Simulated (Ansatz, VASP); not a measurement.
## GaSb3: VASP beside Ansatz

File INCAR:

```
PREC = Accurate ; ENCUT = 520
EDIFF = 1E-6 ; ISMEAR = -1
SIGMA = 0.05 ; LREAL = F
LASPH = T ; NELM = 80
ALGO = Normal ; ISIF = 2
LWAVE = F ; LCHARG = T
GGA = PE ; LELF = T
LVHAR = T ; NBANDS = 22
```

The input KPOINTS:

```
regular mesh
0
Gamma
  6 6 6
```

Contents of POSCAR:

```
GaSb3
1.0
    0.0000000000      3.8037624973      3.8037624973
    3.8037624973      0.0000000000      3.8037624973
    3.8037624973      3.8037624973      0.0000000000
Sb Ga
3 1
Direct
    0.5000000000      0.5000000000      0.5000000000
    0.7500000000      0.7500000000      0.7500000000
    0.2500000000      0.2500000000      0.2500000000
    0.0000000000      0.0000000000      0.0000000000
```

input.yaml

```yaml
crystal:
  lattice:
    - [0.0, 3.8037624973, 3.8037624973]
    - [3.8037624973, 0.0, 3.8037624973]
    - [3.8037624973, 3.8037624973, 0.0]
  atoms:
    - { symbol: Sb, position: [0.5, 0.5, 0.5] }
    - { symbol: Sb, position: [0.75, 0.75, 0.75] }
    - { symbol: Sb, position: [0.25, 0.25, 0.25] }
    - { symbol: Ga, position: [0.0, 0.0, 0.0] }
hamiltonian:
  xc: pbe
  pseudopotentials: { kind: paw }
kpoints:
  mp_grid: { grid: [6, 6, 6] }
scf:
  occupations: { method: fermi_dirac, width: 0.05 }
output:
  forces: true
  stress: true
  eigenvalues: true
  write_density: true
  write_potential: true
  elf: true
  volumetric_format: npy
```

Alike in both runs: task single point; functional PBE; k mesh 6 × 6 × 6; occupations fermi-dirac, width 0.05 eV; no spin polarisation.

|  | VASP | Ansatz |
| --- | --- | --- |
| version | VASP 6.6.1 | Ansatz 0.2.0 |
| potentials or method | VASP PAW PBE potentials, release 64 (Sb, Ga_d) | Ansatz PAW |
| plane-wave cutoff (eV) | 520 | 420 |
| valence electrons in the cell | 28 | 58 |

```csv
,VASP,Ansatz,Ansatz less VASP
gap on the k mesh at the Fermi level (eV),none,none,-
pressure (GPa),-3.1,-3.0,+0.10
```

A gap of «none» marks a metal or a gap that the smearing closes. VASP's potentials hold 28 valence electrons a cell and Ansatz's 58, so a difference there can come from the potentials and not from the codes.

Neither program's run includes spin-orbit coupling.
